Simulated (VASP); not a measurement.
A run of VASP 6.6.1 is set up as follows.

INCAR

```
ALGO     = Normal         # electronic algorithm
EDIFF    = 1E-6           # SCF threshold, eV
ENCUT    = 500            # plane-wave cutoff, eV
GGA_COMPAT= False        
ISIF     = 2              # what is computed and relaxed
ISMEAR   = -1             # smearing method
LASPH    = True           # aspherical terms in the spheres
LCHARG   = False          # write CHGCAR
LREAL    = False          # projectors in reciprocal space
LWAVE    = False          # write WAVECAR
NBANDS   = 12             # bands
NELM     = 120            # most SCF steps
PREC     = Accurate       # precision mode
SIGMA    = 0.05           # smearing width, eV
```

File KPOINTS:

```
k-points
0
Gamma
  10 10 10
```

The input POSCAR:

```
Zr
1.0
   -1.8454992086      1.8454992086      1.8454992086
    1.8454992086     -1.8454992086      1.8454992086
    1.8454992086      1.8454992086     -1.8454992086
Zr
1
Direct
    0.0000000000      0.0000000000      0.0000000000
```

Potentials or basis: VASP PAW LDA potentials, release 64 (Zr_sv).

Run with:

```bash
$ cat potpaw_LDA.64/Zr_sv/POTCAR > POTCAR
$ mpirun -np 1 vasp_std > vasp.out
```

Task: Estimate the pressure.

Result: -13.1 GPa.

Task: What does it give for the band gap on the k mesh?

Result: Zero (band 6 reaches 8.72 eV, above the bottom of band 7 at 7.03 eV).
